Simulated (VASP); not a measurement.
# Si8O15 (a cell with a defect) in VASP: notebook, part 3 of 3

VASP 6.6.1. The steps go on from the part before.

## (4) Single point, PBE+D3(BJ)

Contents of INCAR:

```
SYSTEM = Si8O15
  PREC = Accurate
  ENCUT = 520
  EDIFF = 1E-6
  ISMEAR = 0
  SIGMA = 0.02
  LREAL = Auto
  LASPH = .True.
  NELM = 100
  ALGO = Normal
  ISIF = 2
  LWAVE = .False.
  LCHARG = .False.
  GGA = PE
  IVDW = 12
  NBANDS = 78
  NELECT = 120.0
```

Contents of KPOINTS:

```
Automatic mesh
0
Gamma
  2 2 2
  0 0 0
```

Contents of POSCAR:

```
Si8O15
1.0
   -4.1929000000     -4.1929000000      0.0000000000
    4.1929000000     -4.1929000000      0.0000000000
    0.0000000000      0.0000000000      5.3408000000
Si O
8 15
Direct
    0.4909395645      0.5009312171      0.0008934991
    0.0017349567      0.5009073672      0.2829370132
    0.5016594720      0.5009265663      0.5008933119
    0.0017272055      0.5009165494      0.7188479254
    0.0011576713      0.0009175034      0.0008944353
    0.5014606835      0.0009266856      0.2496174730
   -0.0002226383      0.0009243006      0.5008923757
    0.5014625915      0.0009288321      0.7521691507
    0.0459400415      0.5009504162      0.0008779584
   -0.0010992392      0.1979515371      0.2581592645
   -0.0011003124      0.8039074388      0.2581650689
    0.2049683990      0.5009282358      0.5008972439
   -0.0011023397      0.1979536836      0.7436282954
    0.7978563763      0.5009284743      0.5008890054
   -0.0011038899      0.8039050538      0.7436221165
    0.6963080446      0.0009296668      0.0008946225
    0.5019135920      0.6887704214      0.2398348562
    0.3058426149      0.0009285936      0.0008921884
    0.5019121610      0.3130891507      0.2398322349
    0.6911755587      0.0009332443      0.5008921884
    0.5019183620      0.6887701829      0.7619519548
    0.3099406139      0.0009318133      0.5008944353
    0.5019175272      0.3130892700      0.7619543889
```

Potentials or basis: VASP PAW PBE potentials, release 64 (Si, O).

Command:

```bash
$ cat potpaw_PBE.64/Si/POTCAR potpaw_PBE.64/O/POTCAR > POTCAR
$ mpirun -np 1 vasp_std > vasp.out
```

OUTCAR:

```text
SYSTEM = Si8O15
   PREC = Accurate
   ENCUT = 520
   EDIFF = 1E-6
   ISMEAR = 0
   LREAL = Auto
   LASPH = .True.
   NELM = 100
   ISIF = 2
   GGA = PE
   IVDW = 12
   NELECT = 120.0
 IVDW          = 12

 ion  position               nearest neighbor table
   1  0.491  0.501  0.001-  17 1.70  19 1.70  21 1.70  23 1.70   3 2.67   3 2.67
   2  0.002  0.501  0.283-   9 1.53  12 1.68  14 1.68  10 1.80  11 1.80   4 2.33   4 3.01
   3  0.502  0.501  0.501-  14 1.76  12 1.76  23 1.78  19 1.78  21 1.78  17 1.78   1 2.67   1 2.67

   4  0.002  0.501  0.719-   9 1.53  12 1.68  14 1.68  13 1.80  15 1.80   2 2.33   2 3.01
   5  0.001  0.001  0.001-  11 1.80  15 1.80  10 1.80  13 1.80  18 1.81  16 1.81   7 2.67   7 2.67

   6  0.501  0.001  0.250-  20 1.75  22 1.76  16 1.76  18 1.76  17 1.85  19 1.85   8 2.66   8 2.68

   7  1.000  0.001  0.501-  11 1.75  15 1.75  10 1.75  13 1.75  20 1.83  22 1.84   5 2.67   5 2.67

   8  0.501  0.001  0.752-  20 1.75  22 1.76  16 1.76  18 1.76  21 1.85  23 1.85   6 2.66   6 2.68

   9  0.046  0.501  0.001-   4 1.53   2 1.53
  10  0.999  0.198  0.258-   7 1.75   2 1.80   5 1.80
  11  0.999  0.804  0.258-   7 1.75   2 1.80   5 1.80
  12  0.205  0.501  0.501-   4 1.68   2 1.68   3 1.76
  13  0.999  0.198  0.744-   7 1.75   4 1.80   5 1.80
  14  0.798  0.501  0.501-   4 1.68   2 1.68   3 1.76
  15  0.999  0.804  0.744-   7 1.75   4 1.80   5 1.80
  16  0.696  0.001  0.001-   6 1.76   8 1.76   5 1.81
  17  0.502  0.689  0.240-   1 1.70   3 1.78   6 1.85
  18  0.306  0.001  0.001-   8 1.76   6 1.76   5 1.81
  19  0.502  0.313  0.240-   1 1.70   3 1.78   6 1.85
  20  0.691  0.001  0.501-   6 1.75   8 1.75   7 1.83
  21  0.502  0.689  0.762-   1 1.70   3 1.78   8 1.85
  22  0.310  0.001  0.501-   8 1.76   6 1.76   7 1.84
  23  0.502  0.313  0.762-   1 1.70   3 1.78   8 1.85

  LATTYP: Found a simple tetragonal cell.
 ALAT       =     5.9296560457
 C/A-ratio  =     0.9006930518

  Lattice vectors:

 A1 = (  -4.1929000000,  -4.1929000000,   0.0000000000)
 A2 = (   4.1929000000,  -4.1929000000,   0.0000000000)
 A3 = (   0.0000000000,   0.0000000000,   5.3408000000)

Analysis of symmetry for initial positions (statically):
=====================================================================
 Subroutine PRICEL returns:
 Original cell was already a primitive cell.

 Routine SETGRP: Setting up the symmetry group for a
 simple tetragonal supercell.

 Subroutine GETGRP returns: Found  1 space group operations
 (whereof  1 operations were pure point group operations)
 out of a pool of 16 trial point group operations.

The static configuration has the point symmetry C_1 .

Analysis of symmetry for dynamics (positions and initial velocities):
=====================================================================
 Subroutine PRICEL returns:
 Original cell was already a primitive cell.

 Routine SETGRP: Setting up the symmetry group for a
 simple tetragonal supercell.

 Subroutine GETGRP returns: Found  1 space group operations
 (whereof  1 operations were pure point group operations)
 out of a pool of 16 trial point group operations.

The dynamic configuration has the point symmetry C_1 .

 Subroutine INISYM returns: Found  1 space group operations
 (whereof  1 operations are pure point group operations),
 and found     1 'primitive' translations

[... 98 lines left out ...]
  0.500000  0.000000  0.500000      1.000000
  0.000000  0.500000  0.500000      1.000000
  0.500000  0.500000  0.500000      1.000000
   k-points           NKPTS =      8   k-points in BZ     NKDIM =      8   number of bands    NBANDS=     78
   number of dos      NEDOS =    301   number of ions     NIONS =     23
   total plane-waves  NPLWV =  92160
   dimension x,y,z NGX =    48 NGY =   48 NGZ =   40
   dimension x,y,z NGXF=    96 NGYF=   96 NGZF=   80
   ions per type =               8  15
   NGX,Y,Z   is equivalent  to a cutoff of  13.46, 13.46, 12.45 a.u.
   NGXF,Y,Z  is equivalent  to a cutoff of  26.91, 26.91, 24.90 a.u.
 SYSTEM =  Si8O15
   PREC   = accura    normal or accurate (medium, high low for compatibility)
   ISTART =      0    job   : 0-new  1-cont  2-samecut
   ICHARG =      2    charge: 1-file 2-atom 10-const
   ISPIN  =      1    spin polarized calculation?
   LNONCOLLINEAR =      F non collinear calculations
   LSORBIT =      F    spin-orbit coupling
   LASPH  =      T    aspherical Exc in radial PAW
   ENCUT  =  520.0 eV  38.22 Ry    6.18 a.u.  11.03 11.03  9.93*2*pi/ulx,y,z
   NELM   =    100;   NELMIN=  2; NELMDL= -5     # of ELM steps
   EDIFF  = 0.1E-05   stopping-criterion for ELM
   LREAL  =      T    real-space projection
   EDIFFG = 0.1E-04   stopping-criterion for IOM
   NSW    =      0    number of steps for IOM
   IBRION =     -1    ionic relax: 0-MD 1-quasi-New 2-CG
   NFREE  =      0    steps in history (QN), initial steepest desc. (CG)
   ISIF   =      2    stress and relaxation
   ISYM   =      2    0-nonsym 1-usesym 2-fastsym
   POTIM  = 0.5000    time-step for ionic-motion
   TEBEG  =    0.0;   TEEND  =   0.0 temperature during run
   PSTRESS=    0.0 pullay stress
   NELECT =     120.0000    total number of electrons
   NUPDOWN=      -1.0000    fix difference up-down
   EMIN   =  10.00;   EMAX   =-10.00  energy-range for DOS
   EFERMI =   0.00;   METHOD = LEGACY
   ISMEAR =     0;   SIGMA  =   0.02  broadening in eV -4-tet -1-fermi 0-gaus
   EFERMI_NEDOS =   21; number of points for ismear=-14 and -15
   IALGO  =     38    algorithm
   IMIX   =      4    mixing-type and parameters
     AMIX     =   0.40;   BMIX     =  1.00
     AMIX_MAG =   1.60;   BMIX_MAG =  1.00
  volume/ion in A,a.u.               =       8.16        55.10
  Fermi-wavevector in a.u.,A,eV,Ry     =   1.410090  2.664684 27.053193  1.988354
  Thomas-Fermi vector in A             =   2.532079
   LORBIT       =      0    0 simple, 1 ext, 2 COOP (PROOUT), +10 PAW based schemes
   GGA     = PE    functional components
   LHFCALC =     F    Hartree Fock is set to
   AEXX    =    0.0000 exact exchange contribution
   IVDW    =    12    specifies the selected vdW correction
   LEPSILON=     F    determine dielectric tensor
   LRPA    =     F    only Hartree local field effects (RPA)
 non-spin polarized calculation
 Gauss-broadening in eV      SIGMA  =   0.02
  energy-cutoff  :      520.00
  volume of cell :      187.79
 maximum number of plane-waves:      5080
 NGX is ok and might be reduce to    48
   NGX = 23   NGY = 23   NGZ = 19

 number of electron     119.9999946 magnetization

 Free energy of the ion-electron system (eV)
  ---------------------------------------------------
  ext. energy  EPLUGINS =         0.00000000
  ---------------------------------------------------
  free energy    TOTEN  =      -190.79525045 eV

  energy without entropy =     -190.79525045  energy(sigma->0) =     -190.79525045

 E-fermi :   7.6801     XC(G=0): -11.8356

 val. band max:        7.5558617787   @ k =   0.0000   0.0000   0.0000
 cond. band min:      10.3029466009   @ k =   0.0000   0.0000   0.0000
 fundamental gap:      2.7470848223
 Fermi energy:         7.6801175800

 k-point     1 :       0.0000    0.0000    0.0000
  band No.  band energies     occupation
      1     -15.0101      2.00000
      2     -13.6135      2.00000
      3     -13.0858      2.00000
      4     -12.6188      2.00000
      5     -12.5602      2.00000
      6     -12.3664      2.00000
[... 589 lines left out ...]
     71      17.2949      0.00000
     72      17.5538      0.00000
 [bands above 72 left out]

------------------------ aborting loop because EDIFF is reached ----------------------------------------

 Edisp (eV)   -5.43665

 E8    (eV) :    -1.8841

  FORCE on cell =-STRESS in cart. coord.  units (eV):
  Direction    XX          YY          ZZ          XY          YZ          ZX
  --------------------------------------------------------------------------------------
  -------------------------------------------------------------------------------------
  Total     -20.02844   -20.03292     1.54239     2.08273    -0.00348     0.00327
  in kB    -170.88042  -170.91864    13.15949    17.76959    -0.02968     0.02787
  external pressure =     -109.55 kB  Pullay stress =        0.00 kB

 VOLUME and BASIS-vectors are now :
 -----------------------------------------------------------------------------
  energy-cutoff  :      520.00
  volume of cell :      187.79
      direct lattice vectors                 reciprocal lattice vectors
    -4.192900000 -4.192900000  0.000000000    -0.119249207 -0.119249207  0.000000000
     4.192900000 -4.192900000  0.000000000     0.119249207 -0.119249207  0.000000000
     0.000000000  0.000000000  5.340800000     0.000000000  0.000000000  0.187237867

 POSITION                                       TOTAL-FORCE (eV/Angst)
 -----------------------------------------------------------------------------------
      0.04189     -4.15882      0.00477         0.392373      0.390032     -0.000128
      2.09298     -2.10753      1.51111         0.011928      0.012398     -0.107986
     -0.00307     -4.20374      2.67517         0.042539      0.041231      0.000393
      2.09305     -2.10753      3.83922         0.012630      0.013334      0.098672
     -0.00101     -0.00870      0.00478         0.043893      0.042775     -0.000139
     -2.09869     -2.10646      1.33316         0.031148      0.031921     -0.021511
[... 15 lines left out ...]
     -1.29564     -1.30346      2.67518         0.093971      0.091310      0.001856
     -0.79174     -3.41724      4.06945        -0.014404      0.042407     -0.026242
 -----------------------------------------------------------------------------------
    total drift:                                0.010490     -0.008832      0.023470

  FREE ENERGIE OF THE ION-ELECTRON SYSTEM (eV)
  ---------------------------------------------------
  free  energy   TOTEN  =      -196.2318999697 eV

  energy  without entropy=     -196.2318999697  energy(sigma->0) =     -196.23189997
```

It took 1.9 min on 1 thread of Intel Xeon Platinum 8559C (Emerald Rapids), shared host; peak memory 0.31 GiB.

What came out:

| Item | Value |
| --- | --- |
| Free energy | -196.2319 eV |
| Largest force | 2.068 eV/Å |
| Dispersion energy per atom | -0.236 eV |

Forces in eV/Å, atoms in the order of the input:
```
Si   0.392  0.390  0.000
Si   0.012  0.012 -0.108
Si   0.043  0.041  0.000
Si   0.013  0.013  0.099
Si   0.044  0.043  0.000
Si   0.031  0.032 -0.022
Si   0.093  0.090  0.001
Si   0.033  0.034  0.021
O   -1.463 -1.461  0.011
O    0.141  0.098 -0.038
O    0.097  0.142 -0.037
O    0.013  0.012  0.001
O    0.139  0.097  0.037
O    0.052  0.053  0.000
O    0.099  0.142  0.035
O    0.026  0.027 -0.003
O    0.041 -0.014  0.027
O    0.057  0.057 -0.001
O   -0.014  0.042  0.027
O    0.031  0.030  0.002
O    0.041 -0.013 -0.028
O    0.094  0.091  0.002
O   -0.014  0.042 -0.026
```

Caveat: the k points lie up to 0.59 Å⁻¹ apart; the cell carries a net charge on a neutralising background, which shifts energy and pressure; the cell is charged against a uniform background, so pressure and absolute levels hang on convention.

## (5) Single point, PBE+D3(BJ)

Contents of INCAR:

```
ALGO = Normal ; EDIFF = 1E-7
ENCUT = 520 ; GGA = PE
ISIF = 2 ; ISMEAR = 0
IVDW = 12 ; LASPH = True
LCHARG = False ; LREAL = Auto
LWAVE = False ; NBANDS = 78
NELECT = 120.0 ; NELM = 60
PREC = Accurate ; SIGMA = 0.02
```

Contents of KPOINTS:

```
k-points
0
Gamma
  2 2 2
```

Contents of POSCAR:

```
Si8O15
1.0
   -4.1929000000     -4.1929000000      0.0000000000
    4.1929000000     -4.1929000000      0.0000000000
    0.0000000000      0.0000000000      5.3408000000
Si O
8 15
Direct
    0.5095164445      0.5005593980      0.0005362493
   -0.0012716735      0.5005411529      0.2825786399
    0.4987949868      0.5005555821      0.5005360620
   -0.0012807365      0.5005492618      0.7184910500
   -0.0007026163      0.0005490233      0.0005366237
    0.4989913902      0.0005552243      0.2492602232
    0.0006770970      0.0005540318      0.5005356875
    0.4989929404      0.0005577285      0.7518119008
   -0.0454948842      0.5005717999      0.0005283853
    0.0015600181      0.1975801951      0.2578018274
    0.0015596604      0.8035349042      0.2578061339
    0.2025985595      0.5005577285      0.5005399940
    0.0015556059      0.1975812683      0.7432702966
    0.7954866560      0.5005559398      0.5005315683
    0.0015552482      0.8035335925      0.7432656156
    0.6946114861      0.0005582055      0.0005371854
    0.4985369315      0.6883990794      0.2394776064
    0.3041459372      0.0005572515      0.0005349386
    0.4985353812      0.3127179279      0.2394751723
    0.6905144411      0.0005611868      0.5005349386
    0.4985417014      0.6883988409      0.7615947049
    0.3092790193      0.0005604713      0.5005369982
    0.4985407475      0.3127178087      0.7615967645
```

Command:

```bash
$ cat potpaw_PBE.64/Si/POTCAR potpaw_PBE.64/O/POTCAR > POTCAR
$ mpirun -np 1 vasp_std > vasp.out
```

It took 2.9 min on 1 thread of Intel Xeon Platinum 8559C (Emerald Rapids), shared host; peak memory 0.31 GiB.

It converged, with:

| Quantity | Value |
| --- | --- |
| Free energy | -196.2320 eV |
| Largest force | 2.068 eV/Å |
| Dispersion energy per atom | -0.236 eV |

Forces on the atoms (eV/Å):
```
Si  -0.391 -0.391 -0.001
Si  -0.011 -0.011 -0.106
Si  -0.041 -0.042  0.000
Si  -0.011 -0.012  0.101
Si  -0.042 -0.044 -0.001
Si  -0.031 -0.032 -0.021
Si  -0.091 -0.093  0.000
Si  -0.033 -0.034  0.022
O    1.461  1.463  0.007
O   -0.098 -0.140 -0.036
O   -0.140 -0.097 -0.036
O   -0.050 -0.050  0.001
O   -0.098 -0.140  0.037
O   -0.013 -0.012  0.001
O   -0.139 -0.099  0.036
O   -0.057 -0.059 -0.001
O    0.012 -0.041  0.025
O   -0.026 -0.026 -0.001
O   -0.044  0.013  0.025
O   -0.094 -0.093  0.001
O    0.011 -0.042 -0.026
O   -0.032 -0.030  0.002
O   -0.043  0.012 -0.027
```

Levels at points of the mesh, in eV from the Fermi level:
```
           k point  band 57  band 58  band 59  band 60  band 61  band 62  band 63  band 64
(0.00, 0.00, 0.00)    -1.28    -0.92    -0.75    -0.14     2.61     4.60     5.73     6.37
(0.50, 0.00, 0.00)    -1.51    -1.03    -0.79    -0.40     3.20     4.05     6.69     7.08
(0.00, 0.50, 0.00)    -1.61    -1.32    -0.75    -0.42     3.07     4.77     6.04     6.91
(0.50, 0.50, 0.00)    -1.32    -1.11    -1.09    -0.74     3.32     4.23     7.49     7.66
(0.00, 0.00, 0.50)    -1.02    -0.90    -0.62    -0.50     3.55     4.88     5.64     7.01
(0.50, 0.00, 0.50)    -0.88    -0.78    -0.67    -0.64     3.68     4.62     5.45     7.80
(0.00, 0.50, 0.50)    -1.13    -0.79    -0.73    -0.48     3.46     4.80     5.98     7.03
(0.50, 0.50, 0.50)    -1.23    -1.15    -1.08    -0.85     3.67     4.56     5.74     8.31
```

Caveat: the k points lie up to 0.59 Å⁻¹ apart; the cell carries a net charge on a neutralising background, which shifts energy and pressure; the cell is charged against a uniform background, so pressure and absolute levels hang on convention.

## (6) Single point, PBE+D3(BJ)

Contents of INCAR:

```
ALGO     = Normal         # electronic algorithm
EDIFF    = 1E-6           # SCF threshold, eV
ENCUT    = 520            # plane-wave cutoff, eV
GGA      = PE             # functional
ISIF     = 2              # what is computed and relaxed
ISMEAR   = 0              # smearing method
IVDW     = 12             # dispersion correction
LASPH    = True           # aspherical terms in the spheres
LCHARG   = True           # write CHGCAR
LELF     = True           # ELF
LREAL    = Auto         
LVHAR    = True         
LWAVE    = False          # write WAVECAR
NBANDS   = 78             # bands
NELECT   = 120.0        
NELM     = 80             # most SCF steps
PREC     = Accurate       # precision mode
SIGMA    = 0.02           # smearing width, eV
```

KPOINTS is that of step 5.

Contents of POSCAR:

```
Si8O15
1.0
   -4.1929000000     -4.1929000000      0.0000000000
    4.1929000000     -4.1929000000      0.0000000000
    0.0000000000      0.0000000000      5.3408000000
Si O
8 15
Direct
    0.5223414582      0.5003736078      0.0003576243
   -0.0044072122      0.5003606096      0.2790917091
    0.4963550287      0.5003703880      0.5003574371
   -0.0044143671      0.5003660951      0.7216205437
   -0.0013404803      0.0003652603      0.0003576243
    0.4979437859      0.0003702688      0.2488977307
    0.0012471082      0.0003691955      0.5003572499
    0.4979452169      0.0003721768      0.7518171435
   -0.0897817740      0.5003808820      0.0003529434
    0.0026721362      0.1984261490      0.2555939185
    0.0026721362      0.8023162966      0.2555976633
    0.1995011806      0.5003712228      0.5003604329
    0.0026680818      0.1984268645      0.7451207684
    0.7946309237      0.5003699110      0.5003535051
    0.0026683203      0.8023155811      0.7451170237
    0.6942240454      0.0003722960      0.0003583733
    0.4969240860      0.6884480908      0.2396444353
    0.3031624890      0.0003713420      0.0003565009
    0.4969225357      0.3122975745      0.2396420012
    0.6911288130      0.0003749195      0.5003563137
    0.4969280212      0.6884479716      0.7610704389
    0.3083442248      0.0003745618      0.5003583733
    0.4969271864      0.3122974552      0.7610724985
```

Potentials or basis: VASP PAW PBE potentials, release 64 (Si, O).

Command:

```bash
$ cat potpaw_PBE.64/Si/POTCAR potpaw_PBE.64/O/POTCAR > POTCAR
$ mpirun -np 1 vasp_std > vasp.out
```

Wall time 6.9 min (1 thread of AMD EPYC 7R13, shared host); peak memory 0.28 GiB.

It converged, with:

| Quantity | Value |
| --- | --- |
| Free energy | -197.0185 eV |
| Largest force | 3.107 eV/Å |
| Dispersion energy per atom | -0.236 eV |

Forces on the atoms (eV/Å):
```
Si  -0.792 -0.793  0.000
Si   0.059  0.058 -0.238
Si  -0.002 -0.002  0.000
Si   0.059  0.058  0.238
Si  -0.082 -0.083  0.000
Si  -0.060 -0.060 -0.025
Si  -0.150 -0.151  0.000
Si  -0.060 -0.060  0.025
O    2.197  2.197  0.000
O   -0.110 -0.233 -0.141
O   -0.234 -0.109 -0.141
O    0.011  0.011  0.000
O   -0.110 -0.233  0.141
O   -0.027 -0.026  0.000
O   -0.234 -0.109  0.141
O   -0.100 -0.102  0.000
O    0.008 -0.063  0.043
O   -0.044 -0.045  0.000
O   -0.063  0.008  0.043
O   -0.166 -0.165  0.000
O    0.008 -0.063 -0.043
O   -0.043 -0.043  0.000
O   -0.063  0.008 -0.043
```

Levels at points of the mesh, in eV from the Fermi level:
```
           k point  band 58  band 59  band 60  band 61  band 62  band 63
(0.00, 0.00, 0.00)    -1.13    -0.88    -0.16     2.43     5.24     5.77
(0.50, 0.00, 0.00)    -1.08    -0.97    -0.45     2.94     4.60     6.47
(0.00, 0.50, 0.00)    -1.48    -0.84    -0.61     2.97     5.45     6.02
(0.50, 0.50, 0.00)    -1.15    -1.13    -0.88     3.08     4.84     7.10
(0.00, 0.00, 0.50)    -1.11    -0.69    -0.62     3.47     5.02     5.61
(0.50, 0.00, 0.50)    -0.83    -0.77    -0.71     3.51     4.91     5.25
(0.00, 0.50, 0.50)    -0.93    -0.82    -0.61     3.43     5.53     5.54
(0.50, 0.50, 0.50)    -1.21    -1.16    -1.02     3.60     5.20     5.36
```

Caveat: the k points lie up to 0.59 Å⁻¹ apart; the cell carries a net charge on a neutralising background, which shifts energy and pressure; the cell is charged against a uniform background, so pressure and absolute levels hang on convention.
